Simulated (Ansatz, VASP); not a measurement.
**Two plane-wave programs on SnO**

Contents of INCAR:

```
SYSTEM = SnO
PREC = Accurate
ENCUT = 520
EDIFF = 1E-7
ISMEAR = 0
SIGMA = 0.15
LREAL = .False.
LASPH = .True.
NELM = 60
ALGO = Normal
ISIF = 2
LWAVE = .False.
LCHARG = .False.
GGA = PE
IVDW = 12
NBANDS = 28
```

Contents of KPOINTS:

```
Automatic mesh
0
Gamma
  12 12 10
  0 0 0
```

File POSCAR:

```
SnO
1.0
    3.8370963230      0.0000000000      0.0000000000
    0.0000000000      3.8370963230      0.0000000000
    0.0000000000      0.0000000000      4.7621286275
Sn O
2 2
Direct
    0.0394971700      0.5394971700      0.2750671482
    0.5394971700      0.0394971700      0.7885827266
    0.0000000000      0.0000000000      0.0000000000
    0.5000000000      0.5000000000      0.0000000000
```

Input for Ansatz:

```yaml
crystal:
  lattice:
    - [3.837096323, 0.0, 0.0]
    - [0.0, 3.837096323, 0.0]
    - [0.0, 0.0, 4.7621286275]
  atoms:
    - { symbol: Sn, position: [0.03949717, 0.53949717, 0.2750671482] }
    - { symbol: Sn, position: [0.53949717, 0.03949717, 0.7885827266] }
    - { symbol: O, position: [0.0, 0.0, 0.0] }
    - { symbol: O, position: [0.5, 0.5, 0.0] }
basis:
  ecutwfc: 420
kpoints:
  mp_grid: { grid: [12, 12, 10] }
hamiltonian:
  xc: pbe
  dispersion: d3bj
scf:
  occupations: { method: gaussian, width: 0.15 }
output:
  forces: true
  stress: true
  eigenvalues: true
```

Change from the starting cell: all Sn atoms moved +0.263 Å, as atom 1 along Cartesian [1 1 1].

Alike in both runs: task single point; functional PBE; dispersion D3(BJ); k mesh 12 × 12 × 10; occupations gaussian, width 0.15 eV; no spin polarisation.

```csv
,VASP,Ansatz
version,VASP 6.6.1,Ansatz 0.2.0
potentials or method,"VASP PAW PBE potentials, release 64 (Sn_d, O), cutoff 520 eV","scalar-relativistic, plane waves, PAW"
valence electrons in the cell,40,40
```

Ansatz gave:

* gap on the k mesh at the Fermi level (eV): none
* pressure (GPa): 2.7
* traceless stress, the component that is largest in VASP (GPa): 1.28
* rms of the force components (eV/Å): 0.912

Q: Estimate VASP's values.

A: gap on the k mesh at the Fermi level (eV): none; pressure (GPa): 2.9; traceless stress, the component that is largest in VASP (GPa): 1.30; rms of the force components (eV/Å): 0.936.

Atom by atom the forces differ by 0.038 eV/Å (rms over components). A gap of «none» marks a metal or a gap that the smearing closes.
